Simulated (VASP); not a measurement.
# Pt (Im-3m) in VASP: a series of runs

Pt is run at these levels: PBE; tasks: single point.

Everything below comes from runs of VASP 6.6.1. Logs are shortened: lines on timing, memory, paths and dates and some standing lists are left out, and cuts for length are marked.

### Step 1. The cell of the first run

It takes space group Im-3m (No. 229, cubic). The conventional cell has a = 3.059 Å, b = 3.059 Å, c = 3.059 Å, α = 90.00°, β = 90.00°, γ = 90.00°. Within 3.5 Å of Pt (site symmetry m-3m) lie 14 Pt at 2.65 to 3.06 Å.

### Step 2. Single point, PBE

The input, INCAR:

```
PREC = Accurate ; ENCUT = 500
EDIFF = 1E-6 ; ISMEAR = -1
SIGMA = 0.1 ; LREAL = F
LASPH = T ; NELM = 120
ALGO = Normal ; ISIF = 2
LWAVE = F ; LCHARG = F
GGA = PE ; NBANDS = 11
GGA_COMPAT = F
```

The input, KPOINTS:

```
Automatic mesh
0
Gamma
  10 10 10
```

The input, POSCAR:

```
Pt
1.0
   -1.5295475929      1.5295475929      1.5295475929
    1.5295475929     -1.5295475929      1.5295475929
    1.5295475929      1.5295475929     -1.5295475929
Pt
1
Direct
    0.0000000000      0.0000000000      0.0000000000
```

Potentials or basis: VASP PAW PBE potentials, release 64 (Pt).

Launch:

```bash
> cat potpaw_PBE.64/Pt/POTCAR > POTCAR
> mpirun -np 1 vasp_std > vasp.out
```

OUTCAR:

```text
PREC = Accurate
   ENCUT = 500
   EDIFF = 1E-6
   ISMEAR = -1
   LREAL = F
   LASPH = T
   NELM = 120
   ISIF = 2
   GGA = PE

 ion  position               nearest neighbor table
   1  0.000  0.000  0.000-

  LATTYP: Found a body centered cubic cell.
 ALAT       =     3.0590951858

  Lattice vectors:

 A1 = (  -1.5295475929,   1.5295475929,   1.5295475929)
 A2 = (   1.5295475929,  -1.5295475929,   1.5295475929)
 A3 = (   1.5295475929,   1.5295475929,  -1.5295475929)

Analysis of symmetry for initial positions (statically):
=====================================================================
 Subroutine PRICEL returns:
 Original cell was already a primitive cell.

 Routine SETGRP: Setting up the symmetry group for a
 body centered cubic supercell.

 Subroutine GETGRP returns: Found 48 space group operations
 (whereof 48 operations were pure point group operations)
 out of a pool of 48 trial point group operations.

The static configuration has the point symmetry O_h .

Analysis of symmetry for dynamics (positions and initial velocities):
=====================================================================
 Subroutine PRICEL returns:
 Original cell was already a primitive cell.

 Routine SETGRP: Setting up the symmetry group for a
 body centered cubic supercell.

 Subroutine GETGRP returns: Found 48 space group operations
 (whereof 48 operations were pure point group operations)
 out of a pool of 48 trial point group operations.

The dynamic configuration has the point symmetry O_h .

 Subroutine INISYM returns: Found 48 space group operations
 (whereof 48 operations are pure point group operations),
 and found     1 'primitive' translations

----------------------------------------------------------------------------------------

                                     Primitive cell

  volume of cell :      14.3136

  direct lattice vectors                    reciprocal lattice vectors
    -1.529547593  1.529547593  1.529547593     0.000000000  0.326894045  0.326894045
     1.529547593 -1.529547593  1.529547593     0.326894045  0.000000000  0.326894045
     1.529547593  1.529547593 -1.529547593     0.326894045  0.326894045  0.000000000

  length of vectors
     2.649254143  2.649254143  2.649254143     0.462297992  0.462297992  0.462297992

  position of ions in fractional coordinates (direct lattice)
     0.000000000  0.000000000  0.000000000

  ion indices of the primitive-cell ions
   primitive index   ion index
                 1           1

----------------------------------------------------------------------------------------

 KPOINTS: Automatic mesh

Automatic generation of k-mesh.
 Grid dimensions read from file:
 generate k-points for:   10   10   10

 Generating k-lattice:

  Cartesian coordinates                     Fractional coordinates (reciprocal lattice)
     0.000000000  0.032689405  0.032689405     0.100000000  0.000000000  0.000000000
     0.032689405  0.000000000  0.032689405     0.000000000  0.100000000  0.000000000
     0.032689405  0.032689405  0.000000000     0.000000000  0.000000000  0.100000000

  Length of vectors
     0.046229799  0.046229799  0.046229799

  Shift w.r.t. Gamma in fractional coordinates (k-lattice)
     0.000000000  0.000000000  0.000000000

 Subroutine IBZKPT returns following result:
 ===========================================

 Found     47 irreducible k-points:

 Following reciprocal coordinates:
            Coordinates               Weight
  0.000000  0.000000  0.000000      1.000000
  0.100000  0.000000  0.000000     12.000000
  0.200000  0.000000  0.000000     12.000000
  0.300000  0.000000  0.000000     12.000000
  0.400000  0.000000  0.000000     12.000000
  0.500000  0.000000  0.000000      6.000000
[... 16 lines left out ...]
  0.300000  0.300000  0.100000      8.000000
 -0.300000  0.300000  0.100000     24.000000
 [... further k-points ...]
   k-points           NKPTS =     47   k-points in BZ     NKDIM =     47   number of bands    NBANDS=     11
   number of dos      NEDOS =    301   number of ions     NIONS =      1
   total plane-waves  NPLWV =   8000
   dimension x,y,z NGX =    20 NGY =   20 NGZ =   20
   dimension x,y,z NGXF=    40 NGYF=   40 NGZF=   40
   ions per type =               1
   NGX,Y,Z   is equivalent  to a cutoff of  12.55, 12.55, 12.55 a.u.
   NGXF,Y,Z  is equivalent  to a cutoff of  25.10, 25.10, 25.10 a.u.
 SYSTEM =  unknown system
   PREC   = accura    normal or accurate (medium, high low for compatibility)
   ISTART =      0    job   : 0-new  1-cont  2-samecut
   ICHARG =      2    charge: 1-file 2-atom 10-const
   ISPIN  =      1    spin polarized calculation?
   LNONCOLLINEAR =      F non collinear calculations
   LSORBIT =      F    spin-orbit coupling
   LASPH  =      T    aspherical Exc in radial PAW
   ENCUT  =  500.0 eV  36.75 Ry    6.06 a.u.   4.83  4.83  4.83*2*pi/ulx,y,z
   NELM   =    120;   NELMIN=  2; NELMDL= -5     # of ELM steps
   EDIFF  = 0.1E-05   stopping-criterion for ELM
   LREAL  =      F    real-space projection
   EDIFFG = 0.1E-04   stopping-criterion for IOM
   NSW    =      0    number of steps for IOM
   IBRION =     -1    ionic relax: 0-MD 1-quasi-New 2-CG
   NFREE  =      0    steps in history (QN), initial steepest desc. (CG)
   ISIF   =      2    stress and relaxation
   ISYM   =      2    0-nonsym 1-usesym 2-fastsym
   POTIM  = 0.5000    time-step for ionic-motion
   TEBEG  =    0.0;   TEEND  =   0.0 temperature during run
   PSTRESS=    0.0 pullay stress
   NELECT =      10.0000    total number of electrons
   NUPDOWN=      -1.0000    fix difference up-down
   EMIN   =  10.00;   EMAX   =-10.00  energy-range for DOS
   EFERMI =   0.00;   METHOD = LEGACY
   ISMEAR =    -1;   SIGMA  =   0.10  broadening in eV -4-tet -1-fermi 0-gaus
   EFERMI_NEDOS =   21; number of points for ismear=-14 and -15
   IALGO  =     38    algorithm
   IMIX   =      4    mixing-type and parameters
     AMIX     =   0.40;   BMIX     =  1.00
     AMIX_MAG =   1.60;   BMIX_MAG =  1.00
  volume/ion in A,a.u.               =      14.31        96.59
  Fermi-wavevector in a.u.,A,eV,Ry     =   1.452642  2.745095 28.710577  2.110168
  Thomas-Fermi vector in A             =   2.570000
   LORBIT       =      0    0 simple, 1 ext, 2 COOP (PROOUT), +10 PAW based schemes
   GGA     = PE    functional components
   LHFCALC =     F    Hartree Fock is set to
   AEXX    =    0.0000 exact exchange contribution
   IVDW    =     0    specifies the selected vdW correction
   LEPSILON=     F    determine dielectric tensor
   LRPA    =     F    only Hartree local field effects (RPA)
 non-spin polarized calculation
  energy-cutoff  :      500.00
  volume of cell :       14.31
 maximum number of plane-waves:       374
   NGX =  9   NGY =  9   NGZ =  9

 number of electron      10.0000002 magnetization

 Free energy of the ion-electron system (eV)
  ---------------------------------------------------
  ext. energy  EPLUGINS =         0.00000000
  ---------------------------------------------------
  free energy    TOTEN  =        -5.88949364 eV

  energy without entropy =       -5.86602342  energy(sigma->0) =       -5.87775853

 E-fermi :  12.1708     XC(G=0): -13.7980

 val. band max:       12.1306976096   @ k =  -0.4000   0.4000   0.4000
 cond. band min:      12.1770901860   @ k =  -0.3000   0.3000   0.2000
 fundamental gap:      0.0463925765
 Fermi energy:        12.1708260247

 k-point     1 :       0.0000    0.0000    0.0000
  band No.  band energies     occupation
      1       1.4945      2.00000
      2       8.0021      2.00000
      3       8.0021      2.00000
      4       8.0021      2.00000
      5      10.8739      2.00000
      6      10.8739      2.00000
      7      29.0783      0.00000
      8      29.0783      0.00000
      9      29.0783      0.00000
     10      40.4152      0.00000
     11      40.4152      0.00000

 k-point     2 :       0.1000    0.0000    0.0000
  band No.  band energies     occupation
      1       1.9372      2.00000
      2       7.8178      2.00000
      3       7.9929      2.00000
      4       8.3755      2.00000
      5      10.6455      2.00000
      6      10.8871      1.99999
      7      29.2841      0.00000
      8      29.5230      0.00000
      9      29.7576      0.00000
     10      37.1114      0.00000
     11      37.8930      0.00000

 k-point     3 :       0.2000    0.0000    0.0000
  band No.  band energies     occupation
      1       3.1030      2.00000
      2       7.3649      2.00000
      3       7.9432      2.00000
      4       9.4405      2.00000
      5      10.3653      2.00000
      6      10.9454      1.99999
      7      29.0094      0.00000
      8      29.0249      0.00000
      9      31.6518      0.00000
     10      35.5415      0.00000
     11      35.6579      0.00000

 k-point     4 :       0.3000    0.0000    0.0000
  band No.  band energies     occupation
      1       4.2591      2.00000
      2       6.8549      2.00000
      3       8.4126      2.00000
      4      10.4773      2.00000
      5      10.9999      1.99998
      6      11.0681      1.99997
      7      25.4697      0.00000
      8      27.3932      0.00000
      9      33.3443      0.00000
     10      34.3778      0.00000
     11      36.4774      0.00000
[... 239 lines left out ...]
 k-point    22 :      -0.2000    0.2000    0.1000
  band No.  band energies     occupation
      1       3.5149      2.00000
      2       7.7054      2.00000
      3       8.0202      2.00000
      4       9.3332      2.00000
      5       9.5865      2.00000
      6      11.3514      1.99945
      7      29.1127      0.00000
      8      29.4553      0.00000
      9      31.8790      0.00000
     10      33.1193      0.00000
     11      37.0661      0.00000

 k-point    23 :       0.3000    0.3000    0.1000
  band No.  band energies     occupation
      1       6.0371      2.00000
      2       7.5239      2.00000
      3       7.5239      2.00000
      4      11.2602      1.99978
      5      11.2602      1.99978
      6      17.7250      0.00000
      7      20.7181      0.00000
      8      20.7181      0.00000
      9      26.1968      0.00000
     10      37.1398      0.00000
     11      37.1398      0.00000

 k-point    24 :      -0.3000    0.3000    0.1000
  band No.  band energies     occupation
      1       4.6616      2.00000
      2       7.2280      2.00000
      3       8.0763      2.00000
      4       9.8948      2.00000
      5      10.8996      1.99999
      6      11.5587      1.99562
      7      25.4688      0.00000
      8      28.1601      0.00000
      9      31.8344      0.00000
     10      34.8574      0.00000
     11      36.0689      0.00000

 [... further k-points ...]

------------------------ aborting loop because EDIFF is reached ----------------------------------------

  FORCE on cell =-STRESS in cart. coord.  units (eV):
  Direction    XX          YY          ZZ          XY          YZ          ZX
  --------------------------------------------------------------------------------------
  -------------------------------------------------------------------------------------
  Total        2.7658881      2.7658881      2.7658881      0.0000000      0.0000000     -0.0000000
  in kB      309.5966252    309.5966252    309.5966252      0.0000000      0.0000000     -0.0000000
  external PRESSURE =     309.5966252 kB  Pullay stress =       0.0000000 kB

 VOLUME and BASIS-vectors are now :
 -----------------------------------------------------------------------------
  energy-cutoff  :      500.00
  volume of cell :       14.31
      direct lattice vectors                 reciprocal lattice vectors
    -1.529547593  1.529547593  1.529547593     0.000000000  0.326894045  0.326894045
     1.529547593 -1.529547593  1.529547593     0.326894045  0.000000000  0.326894045
     1.529547593  1.529547593 -1.529547593     0.326894045  0.326894045  0.000000000

 POSITION                                       TOTAL-FORCE (eV/Angst)
 -----------------------------------------------------------------------------------
      0.00000      0.00000      0.00000         0.000000      0.000000     -0.000000
 -----------------------------------------------------------------------------------
    total drift:                                0.000000     -0.000000      0.000000

  FREE ENERGIE OF THE ION-ELECTRON SYSTEM (eV)
  ---------------------------------------------------
  free  energy   TOTEN  =        -5.8894936410 eV

  energy  without entropy=       -5.8660234175  energy(sigma->0) =       -5.87775853
```

Run time: 4.5 s. Hardware: 1 thread of Intel Xeon Platinum 8488C (Sapphire Rapids), shared host; peak memory 0.12 GiB.

What came out:

| Property | Result |
| --- | --- |
| Free energy | -5.8895 eV |
| Pressure | 31.0 GPa |
| Band gap on the k mesh | zero (band 5 reaches 13.27 eV, above the bottom of band 6 at 10.72 eV) |

Caveat: spin-orbit coupling is left out, which moves the levels of the heavy elements.

### Step 3. Single point, PBE

This run uses another cell than the first one, of 14.71 Å³/atom, 1.028 times its volume.

The input, INCAR:

```
SYSTEM = Pt
ALGO     = Normal         ! electronic algorithm
EDIFF    = 1E-6           ! SCF threshold, eV
ENCUT    = 500            ! plane-wave cutoff, eV
GGA      = PE             ! functional
GGA_COMPAT= .False.      
ISIF     = 2              ! what is computed and relaxed
ISMEAR   = -1             ! smearing method
LASPH    = .True.         ! aspherical terms in the spheres
LCHARG   = .False.        ! write CHGCAR
LREAL    = .False.        ! projectors in reciprocal space
LWAVE    = .False.        ! write WAVECAR
NBANDS   = 11             ! bands
NELM     = 120            ! most SCF steps
PREC     = Accurate       ! precision mode
SIGMA    = 0.1            ! smearing width, eV
```

The input, KPOINTS:

```
k-points
0
Gamma
  10 10 10
  0 0 0
```

The input, POSCAR:

```
Pt
1.0
   -1.5435809235      1.5435809235      1.5435809235
    1.5435809235     -1.5435809235      1.5435809235
    1.5435809235      1.5435809235     -1.5435809235
Pt
1
Direct
    0.0000000000      0.0000000000      0.0000000000
```

Potentials or basis: VASP PAW PBE potentials, release 64 (Pt).

Launch:

```bash
> cat potpaw_PBE.64/Pt/POTCAR > POTCAR
> mpirun -np 1 vasp_std > vasp.out
```

Run time: 4.7 s. Hardware: 1 thread of Intel Xeon Platinum 8488C (Sapphire Rapids), shared host; peak memory 0.13 GiB.

It converged, with:

| Item | Value |
| --- | --- |
| Free energy | -5.9537 eV |
| Pressure | 20.8 GPa |
| Band gap on the k mesh | zero (band 5 reaches 12.67 eV, above the bottom of band 6 at 10.25 eV) |

Levels at points of the mesh, in eV from the Fermi level:
```csv
k point,band 3,band 4,band 5,band 6,band 7,band 8
"(0.00, 0.00, 0.00)",-3.99,-3.99,-1.24,-1.24,16.95,16.95
"(0.50, 0.00, 0.00)",-1.42,-0.85,-0.07,1.10,6.82,13.15
"(0.50, 0.50, 0.50)",0.50,0.50,0.50,7.72,7.72,7.72
```

Caveat: spin-orbit coupling is left out, which moves the levels of the heavy elements.

### Step 4. Single point, PBE

This run uses another cell than the first one, of 15.11 Å³/atom, 1.056 times its volume.

The input, INCAR:

```
  PREC = Accurate
  ENCUT = 500
  EDIFF = 1E-6
  ISMEAR = -1
  SIGMA = 0.1
  LREAL = False
  LASPH = True
  NELM = 120
  ALGO = Normal
  ISIF = 2
  LWAVE = False
  LCHARG = False
  GGA = PE
  NBANDS = 11
  GGA_COMPAT = False
```

The input, KPOINTS:

```
Automatic mesh
0
Gamma
  10 10 10
```

The input, POSCAR:

```
Pt
1.0
   -1.5573636253      1.5573636253      1.5573636253
    1.5573636253     -1.5573636253      1.5573636253
    1.5573636253      1.5573636253     -1.5573636253
Pt
1
Direct
    0.0000000000      0.0000000000      0.0000000000
```

Launch:

```bash
> cat potpaw_PBE.64/Pt/POTCAR > POTCAR
> mpirun -np 1 vasp_std > vasp.out
```

It took 5.1 s on 1 thread of Intel Xeon Platinum 8488C (Sapphire Rapids), shared host; peak memory 0.13 GiB.

The run converged. Its results:

* Free energy: -5.9948 eV
* Pressure: 12.3 GPa
* Band gap on the k mesh: zero (band 5 reaches 12.11 eV, above the bottom of band 6 at 9.80 eV)

Levels at points of the mesh, in eV from the Fermi level:
| k point | band 1 | band 2 | band 3 | band 4 | band 5 | band 6 | band 7 | band 8 | band 9 | band 10 |
| --- | --- | --- | --- | --- | --- | --- | --- | --- | --- | --- |
| (0.00, 0.00, 0.00) | -10.07 | -3.83 | -3.83 | -3.83 | -1.18 | -1.18 | 16.97 | 16.97 | 16.97 | 27.58 |
| (0.50, 0.00, 0.00) | -7.11 | -5.36 | -1.36 | -0.82 | 0.02 | 1.04 | 6.58 | 13.16 | 16.13 | 24.15 |
| (0.50, 0.50, 0.50) | -6.63 | -6.63 | 0.47 | 0.47 | 0.47 | 7.66 | 7.66 | 7.66 | 13.35 | 19.57 |

Caveat: spin-orbit coupling is left out, which moves the levels of the heavy elements.

(Part 1 of 2 ends here.)
